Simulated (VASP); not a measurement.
Input of a VASP 6.6.1 run:

File INCAR:

```
SYSTEM = MgO
  PREC = Accurate
  ENCUT = 750
  EDIFF = 1E-6
  ISMEAR = 0
  SIGMA = 0.05
  LREAL = .FALSE.
  LASPH = .TRUE.
  NELM = 120
  ALGO = Normal
  ISIF = 2
  LWAVE = .FALSE.
  LCHARG = .FALSE.
  GGA = CA
  NBANDS = 15
  GGA_COMPAT = .FALSE.
```

The input KPOINTS:

```
Automatic mesh
0
G
  9 9 8
  0 0 0
```

POSCAR

```
MgO
1.0
    2.8939505899      0.0000000000      0.0000000000
   -1.4469752949      2.5062347281      0.0000000000
    0.0000000000      0.0000000000      2.6394848000
Mg O
1 1
Direct
    0.0000000000      0.0000000000      0.0000000000
    0.3333333333      0.6666666667      0.5000000000
```

Potentials or basis: VASP PAW LDA potentials, release 64 (Mg_sv, O).

The run is started by

```sh
$ cat potpaw_LDA.64/Mg_sv/POTCAR potpaw_LDA.64/O/POTCAR > POTCAR
$ mpirun -np 1 vasp_std > vasp.out
```

(1) What does it give for the band gap on the k mesh?

(2) Estimate the pressure.

Results:

(1) 3.31 eV (least direct gap 3.72 eV).

(2) -3.5 GPa.

Caveat: the cell differs from its parent crystal (strain -0.015 along x and y, -0.015 along z); the cell stands under tension; an odd mesh through Γ misses points on the zone boundary, where band edges can lie.
